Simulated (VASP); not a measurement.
The system is TaN.

```
CELL_PARAMETERS angstrom
2.93800 0.00000 0.00000
-1.46900 2.54438 0.00000
0.00000 0.00000 2.88300
ATOMIC_POSITIONS crystal
Ta 0.29176 0.66565 0.45866
N 0.01483 0.98382 0.95483
```

- Program: VASP 6.6.1
- Task: relaxation of the atoms
- Functional: LDA
- Potentials or basis: VASP PAW LDA potentials, release 64 (Ta_pv, N)
- Cutoff: 520 eV
- k mesh: 9 × 9 × 8
- Occupations: fermi-dirac, width 0.02 eV
- Spin: no spin polarisation

At the start: pressure -4.4 GPa; volume 10.78 Å³/atom.

Q: How do energy, volume and symmetry change on relaxing?

A: Over 7 steps the energy falls by 121.6 meV/atom at a fixed cell; space group Pm (No. 6, to 0.1 Å) before, P-6m2 (No. 187, to 0.1 Å).

Step by step:
```csv
step,energy change (eV),largest force (eV/Å),pressure (GPa)
1,0.0000,2.5721,-4.39
2,-0.2216,0.7274,-9.34
3,-0.2416,0.2036,-9.76
4,-0.2432,0.0408,-9.80
5,-0.2432,0.0170,-9.80
6,-0.2432,0.0173,-9.80
7,-0.2432,0.0044,-9.80
```

Final structure:
```yaml
crystal:
  lattice:
    - [2.93800, 0.00000, 0.00000]
    - [-1.46900, 2.54438, 0.00000]
    - [0.00000, 0.00000, 2.88300]
  atoms:
    - { symbol: Ta, position: [0.31990, 0.65803, 0.45674] }
    - { symbol: N, position: [0.98669, 0.99144, 0.95675] }
```
